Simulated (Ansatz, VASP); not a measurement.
# Two plane-wave programs on GeSb4Te4

```
Ge Sb Te
1.0
     3.92528    0.00000    0.00000
    -1.96264    3.39939    0.00000
     0.00000    0.00000   18.36724
Ge Sb Te
1 4 4
Direct
  0.00000 0.00000 0.00000
  0.33333 0.66667 0.54586
  0.66667 0.33333 0.45414
  0.66667 0.33333 0.78736
  0.33333 0.66667 0.21264
  0.33333 0.66667 0.90322
  0.66667 0.33333 0.09678
  0.00000 0.00000 0.68674
  0.00000 0.00000 0.31326
```

Change from the starting cell: strain -0.080 along x and y, +0.080 along z, atoms carried along.

Alike in both runs: task single point; functional PBEsol; k mesh 12 × 12 × 4; occupations gaussian, width 0.15 eV; no spin polarisation.

```csv
,VASP,Ansatz
version,VASP 6.6.1,Ansatz 0.2.0
potentials or method,"VASP PAW PBE potentials, release 64 (Ge_d, Sb, Te), cutoff 520 eV","scalar-relativistic, plane waves, PAW"
valence electrons in the cell,58,138
```

Ansatz gave:

- gap on the k mesh at the Fermi level (eV): none
- pressure (GPa): 5.0
- traceless stress, the component that is largest in VASP (GPa): -3.06
- rms of the force components (eV/Å): 0.144

Problem. Estimate VASP's values.

Solution. gap on the k mesh at the Fermi level (eV): none; pressure (GPa): 5.1; traceless stress, the component that is largest in VASP (GPa): -2.96; rms of the force components (eV/Å): 0.176.

VASP's potentials were made for PBE, not for PBEsol. Atom by atom the forces differ by 0.034 eV/Å (rms over components). A gap of «none» marks a metal or a gap that the smearing closes. The functional is the same, so the differences come from potentials, cutoffs and numerics. VASP's potentials hold 58 valence electrons a cell and Ansatz's 138, so a difference there can come from the potentials and not from the codes.

Spin-orbit coupling is off throughout.
